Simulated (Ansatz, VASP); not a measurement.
**BaTiO3: VASP beside Ansatz**

The input INCAR:

```
SYSTEM = BaTiO3
ALGO = Normal ; EDIFF = 1E-6
ENCUT = 520 ; GGA = PS
ISIF = 2 ; ISMEAR = -1
LASPH = .True. ; LCHARG = .True.
LELF = .True. ; LREAL = .False.
LVHAR = .True. ; LWAVE = .False.
NBANDS = 28 ; NELM = 100
PREC = Accurate ; SIGMA = 0.08
```

The input KPOINTS:

```
k-points
0
Gamma
  7 7 7
  0 0 0
```

File POSCAR:

```
BaTiO3
1.0
    3.9998000000      0.0000000000      0.0000000000
    0.0000000000      3.9998000000      0.0000000000
    0.0000000000      0.0000000000      4.0581800000
Ba Ti O
1 1 3
Direct
    0.0000000000      0.0000000000      0.0000000000
    0.5000000000      0.5000000000      0.4820000000
    0.5000000000      0.5000000000      0.0160000000
    0.5000000000      0.0000000000      0.5150000000
    0.0000000000      0.5000000000      0.5150000000
```

Input for Ansatz:

```yaml
crystal:
  lattice:
    - [3.9998, 0.0, 0.0]
    - [0.0, 3.9998, 0.0]
    - [0.0, 0.0, 4.05818]
  atoms:
    - { symbol: Ba, position: [0.0, 0.0, 0.0] }
    - { symbol: Ti, position: [0.5, 0.5, 0.482] }
    - { symbol: O, position: [0.5, 0.5, 0.016] }
    - { symbol: O, position: [0.5, 0.0, 0.515] }
    - { symbol: O, position: [0.0, 0.5, 0.515] }
kpoints:
  mp_grid: { grid: [7, 7, 7] }
  band_path:
    path:
      - [0.0, 0.0, 0.0]
      - [0.0, 0.5, 0.0]
      - [0.5, 0.5, 0.0]
      - [0.0, 0.0, 0.0]
      - [0.0, 0.0, 0.5]
      - [0.0, 0.5, 0.5]
      - [0.5, 0.5, 0.5]
      - [0.0, 0.0, 0.5]
      - [0.0, 0.5, 0.0]
    npoints: 5
scf:
  occupations: { method: fermi_dirac, width: 0.08 }
hamiltonian:
  xc: pbesol
  pseudopotentials: { kind: all_electron, lapw: { basis_error: 0.001 } }
output:
  forces: true
  stress: true
  eigenvalues: true
```

Change from the starting cell: zz strain of +1 %.

Alike in both runs: task single point; functional PBEsol; k mesh 7 × 7 × 7; occupations fermi-dirac, width 0.08 eV; no spin polarisation.

```csv
,VASP,Ansatz
version,VASP 6.6.1,Ansatz 0.2.0
potentials or method,"VASP PAW PBE potentials, release 64 (Ba_sv, Ti_sv, O), cutoff 520 eV","all-electron LAPW, scalar-relativistic"
```

VASP gave:

```
pressure (GPa)                                                : -3.5
traceless stress, the component that is largest in VASP (GPa) : -0.22
rms of the force components (eV/Å)                            : 0.153
```

Question: Estimate Ansatz's values.

Answer: Pressure (GPa): -5.2; traceless stress, the component that is largest in VASP (GPa): -0.25; rms of the force components (eV/Å): 0.164.

VASP's potentials were made for PBE, not for PBEsol. Atom by atom the forces differ by 0.017 eV/Å (rms over components). Ansatz ran all-electron here, and VASP with PAW potentials.

Spin-orbit coupling is off throughout.
